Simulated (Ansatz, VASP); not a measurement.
## One calculation of B3P, two programs

File INCAR:

```
PREC     = Accurate       # precision mode
ENCUT    = 500            # plane-wave cutoff, eV
EDIFF    = 1E-6           # SCF threshold, eV
ISMEAR   = 0              # smearing method
SIGMA    = 0.1            # smearing width, eV
LREAL    = False          # projectors in reciprocal space
LASPH    = True           # aspherical terms in the spheres
NELM     = 120            # most SCF steps
ALGO     = Normal         # electronic algorithm
ISIF     = 2              # what is computed and relaxed
LWAVE    = False          # write WAVECAR
LCHARG   = False          # write CHGCAR
GGA      = PE             # functional
NBANDS   = 15             # bands
GGA_COMPAT= False
```

File KPOINTS:

```
regular mesh
0
Gamma
  6 6 2
```

POSCAR

```
B3P
1.0
    2.7407918800      0.0000000000      0.0000000000
   -1.3703959400      2.3735953900      0.0000000000
    0.0000000000      0.0000000000      8.7147424900
B P
3 1
Direct
    0.0000000000      0.0000000000      0.5000000000
    0.6666666700      0.3333333300      0.2620335200
    0.6666666700      0.3333333300      0.7379664800
    0.0000000000      0.0000000000      0.0000000000
```

Input for Ansatz:

```yaml
crystal:
  lattice:
    - [2.74079188, 0.0, 0.0]
    - [-1.37039594, 2.37359539, 0.0]
    - [0.0, 0.0, 8.71474249]
  atoms:
    - { symbol: B, position: [0.0, 0.0, 0.5] }
    - { symbol: B, position: [0.66666667, 0.33333333, 0.26203352] }
    - { symbol: B, position: [0.66666667, 0.33333333, 0.73796648] }
    - { symbol: P, position: [0.0, 0.0, 0.0] }
basis:
  ecutwfc: 420
kpoints:
  mp_grid: { grid: [6, 6, 2] }
hamiltonian:
  xc: pbe
scf:
  occupations: { method: gaussian, width: 0.1 }
  lower_state_search: "off"
output:
  forces: true
  stress: true
  eigenvalues: true
```

Change from the starting cell: species swapped into the TbZr3 type (P-6m2, No. 187).

Alike in both runs: task single point; functional PBE; k mesh 6 × 6 × 2; occupations gaussian, width 0.1 eV; no spin polarisation.

|  | VASP | Ansatz |
| --- | --- | --- |
| version | VASP 6.6.1 | Ansatz 0.2.0 |
| potentials or method | VASP PAW PBE potentials, release 64 (B, P), cutoff 500 eV | scalar-relativistic, plane waves, PAW |
| valence electrons in the cell | 14 | 14 |

|  | VASP | Ansatz | Ansatz less VASP |
| --- | --- | --- | --- |
| gap on the k mesh at the Fermi level (eV) | none | none | - |
| pressure (GPa) | -24.2 | -24.2 | +0.03 |
| traceless stress, the component that is largest in VASP (GPa) | -5.95 | -5.96 | -0.011 |
| rms of the force components (eV/Å) | 0.214 | 0.215 | +0.0007 |

Atom by atom the forces differ by 0.001 eV/Å (rms over components). A gap of «none» marks a metal or a gap that the smearing closes. The functional is the same, so the differences come from potentials, cutoffs and numerics.

The k mesh is coarse, so the values compare programs but aren't converged.
